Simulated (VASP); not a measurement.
Y2CF2:

```
Y C F
1.0
     3.65923    0.00000    0.00000
    -1.82961    3.16898    0.00000
     0.00000    0.00000    6.47463
Y C F
2 1 2
Direct
  0.33333 0.66667 0.20968
  0.66667 0.33333 0.79032
  0.00000 0.00000 0.00000
  0.33333 0.66667 0.61822
  0.66667 0.33333 0.38178
```

| Item | Value |
| --- | --- |
| Program | VASP 6.6.1 |
| Task | relaxation of cell and atoms |
| Functional | LDA |
| Potentials or basis | VASP PAW LDA potentials, release 64 (Y_sv, C, F) |
| Cutoff | 600 eV |
| k mesh | 9 × 9 × 4 |
| Occupations | gaussian, width 0.02 eV |
| Spin | no spin polarisation |

At the start: pressure -8.1 GPa; volume 15.02 Å³/atom.

Q: How do energy, volume and symmetry change on relaxing?

A: Over 15 steps the energy falls by 31.4 meV/atom and the volume is 13.93 Å³/atom (-7.2 %); space group P-3m1 (No. 164, to 0.1 Å) before and after.

The path:
| step | energy change (eV) | largest force (eV/Å) | pressure (GPa) | volume (Å³) |
| --- | --- | --- | --- | --- |
| 1 | 0.0000 | 0.2125 | -8.06 | 75.08 |
| 2 | -0.0734 | 0.4651 | 6.84 | 67.17 |
| 3 | -0.1332 | 0.3681 | 0.08 | 70.17 |
| 4 | -0.1433 | 0.1954 | 0.01 | 70.00 |
| 5 | -0.1446 | 0.2209 | -0.01 | 69.92 |
| 6 | -0.1525 | 0.1560 | -0.05 | 69.81 |
| 7 | -0.1563 | 0.0854 | 0.01 | 69.66 |
| 8 | -0.1569 | 0.0270 | 0.04 | 69.67 |
| 9 | -0.1569 | 0.0286 | 0.03 | 69.67 |
| 10 | -0.1570 | 0.0071 | -0.07 | 69.70 |
| 11 | -0.1570 | 0.0063 | -0.04 | 69.70 |
| 12 | -0.1570 | 0.0050 | -0.06 | 69.70 |
| 13 | -0.1570 | 0.0057 | -0.07 | 69.70 |
| 14 | -0.1570 | 0.0061 | -0.06 | 69.70 |
| 15 | -0.1570 | 0.0038 | 0.03 | 69.65 |

Final structure:
```cif
data_structure
_symmetry_space_group_name_H-M 'P 1'
_symmetry_Int_Tables_number 1
_cell_length_a 3.5990
_cell_length_b 3.5990
_cell_length_c 6.2089
_cell_angle_alpha 90.000
_cell_angle_beta 90.000
_cell_angle_gamma 120.000
_cell_volume 69.65
loop_
_atom_site_label
_atom_site_type_symbol
_atom_site_fract_x
_atom_site_fract_y
_atom_site_fract_z
_atom_site_occupancy
Y1 Y 0.33333 0.66667 0.21571 1
Y2 Y 0.66667 0.33333 0.78429 1
C1 C 0.00000 0.00000 0.00000 1
F1 F 0.33333 0.66667 0.61203 1
F2 F 0.66667 0.33333 0.38797 1
```
